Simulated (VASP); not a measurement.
Pt: relaxation of cell and atoms with PBEsol

The system is Pt.

```xyz
1
Lattice="0.0000 1.9609 1.9609 1.9609 0.0000 1.9609 1.9609 1.9609 0.0000" Properties=species:S:1:pos:R:3 pbc="T T T"
Pt    0.0000    0.0000    0.0000
```

| Property | Result |
| --- | --- |
| Program | VASP 6.6.1 |
| Task | relaxation of cell and atoms |
| Functional | PBEsol |
| Potentials or basis | VASP PAW PBE potentials, release 64 (Pt) |
| Cutoff | 600 eV |
| k mesh | 19 × 19 × 19 |
| Occupations | methfessel-paxton, width 0.05 eV |
| Spin | no spin polarisation |
| Dipole correction | no |
| Further INCAR settings | ALGO = Normal; EDIFF = 1e-06; IBRION = 2; EDIFFG = -0.03; NSW = 80; ISIF = 3 |

```
Relaxed volume                        : 15.01 Å³/atom
Relaxed cell                          : a = 2.769 Å, b = 2.769 Å, c = 2.769 Å, α = 60.00°, β = 60.00°, γ = 60.00°
Space group after relaxing (to 0.1 Å) : Fm-3m (No. 225)
Energy gained by relaxing             : 0.3 meV/atom
Ionic steps                           : 3
Pressure after relaxing               : 0.0 GPa
Band gap on the k mesh                : zero (bands 5 and 6 overlap by 2.21 eV)
```

Step by step:
| step | energy change (eV) | largest force (eV/Å) | pressure (GPa) | volume (Å³) |
| --- | --- | --- | --- | --- |
| 1 | 0.0000 | 0.0000 | -1.30 | 15.08 |
| 2 | 0.0021 | 0.0000 | 4.00 | 14.81 |
| 3 | -0.0003 | 0.0000 | 0.00 | 15.01 |

Final structure:
```yaml
crystal:
  lattice:
    - [0.00000, 1.95792, 1.95792]
    - [1.95792, 0.00000, 1.95792]
    - [1.95792, 1.95792, 0.00000]
  atoms:
    - { symbol: Pt, position: [0.00000, 0.00000, 0.00000] }
```

Levels at points of the mesh, in eV from the Fermi level:
```tsv
k point	band 2	band 3	band 4	band 5	band 6	band 7	band 8	band 9
(0.00, 0.00, 0.00)	-3.82	-3.82	-3.82	-1.62	-1.62	14.63	19.61	19.61
```

It took 20 s on 1 thread of Intel(R) Xeon(R) 6975P-C (Granite Rapids), with other jobs on the host, peak memory 0.18 GiB.

Caveat: the PAW data sets were made with another functional, which shifts forces and pressure a little; spin-orbit coupling is left out, which moves the levels of the heavy elements.
